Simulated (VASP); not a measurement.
A run of VASP 6.6.1 is set up as follows.

Contents of INCAR:

```
PREC = Accurate ; ENCUT = 520
EDIFF = 1E-7 ; ISMEAR = 0
SIGMA = 0.1 ; LREAL = F
LASPH = T ; NELM = 80
ALGO = Normal ; ISIF = 2
LWAVE = F ; LCHARG = T
GGA = PE ; LELF = T
LVHAR = T ; NBANDS = 20
```

Contents of KPOINTS:

```
regular mesh
0
Gamma
  6 6 6
```

POSCAR

```
Pt2F
1.0
    4.4192345989      0.0000000000      0.0000000000
   -2.2096172995      3.8271694279      0.0000000000
    0.0000000000      0.0000000000      2.6500864216
Pt F
2 1
Direct
    0.3333333333      0.6666666667      0.5000000000
    0.6666666667      0.3333333333      0.5000000000
    0.0000000000      0.0000000000      0.0000000000
```

Potentials or basis: VASP PAW PBE potentials, release 64 (Pt, F).

Command:

```console
$ cat potpaw_PBE.64/Pt/POTCAR potpaw_PBE.64/F/POTCAR > POTCAR
$ mpirun -np 1 vasp_std > vasp.out
```

Question: What does it give for the pressure?

Answer: -0.4 GPa.

Question: What does it give for the band gap on the k mesh?

Answer: Zero (an odd number of electrons rules out a gap without spin polarisation).

Caveat: the k points lie up to 0.40 Å⁻¹ apart, too coarse for converged energies and pressures of a metal; spin-orbit coupling is left out, which moves the levels of the heavy elements.
